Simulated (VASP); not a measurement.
Crystal: Ir.

```
Ir
1.0
     0.00000    1.91970    1.91970
     1.91970    0.00000    1.91970
     1.91970    1.91970    0.00000
Ir
1
Direct
  0.00000 0.00000 0.00000
```

```yaml
Program: VASP 6.6.1
Task: relaxation of cell and atoms
Functional: revPBE
Potentials_or_basis: VASP PAW PBE potentials, release 64 (Ir)
Cutoff: 600 eV
k_mesh: 14 × 14 × 14
Occupations: fermi-dirac, width 0.1 eV
Spin: no spin polarisation
```

At the start: pressure 13.1 GPa; volume 14.15 Å³/atom.

Question: Where does the relaxation end?

Answer: Over 4 steps the energy falls by 20.0 meV/atom and the volume is 14.66 Å³/atom (+3.6 %); space group Fm-3m (No. 225, to 0.05 Å).

Step by step:
| step | energy change (eV) | largest force (eV/Å) | pressure (GPa) | volume (Å³) |
| --- | --- | --- | --- | --- |
| 1 | 0.0000 | 0.0000 | 13.06 | 14.15 |
| 2 | 0.1960 | 0.0000 | -30.49 | 16.65 |
| 3 | -0.0200 | 0.0000 | -0.66 | 14.69 |
| 4 | -0.0200 | 0.0000 | -0.08 | 14.66 |

Final structure:
```xyz
1
Lattice="0.0000 1.9427 1.9427 1.9427 0.0000 1.9427 1.9427 1.9427 0.0000" Properties=species:S:1:pos:R:3 pbc="T T T"
Ir    0.0000    0.0000    0.0000
```

Caveat: the PAW data sets were made with another functional, which shifts forces and pressure a little.
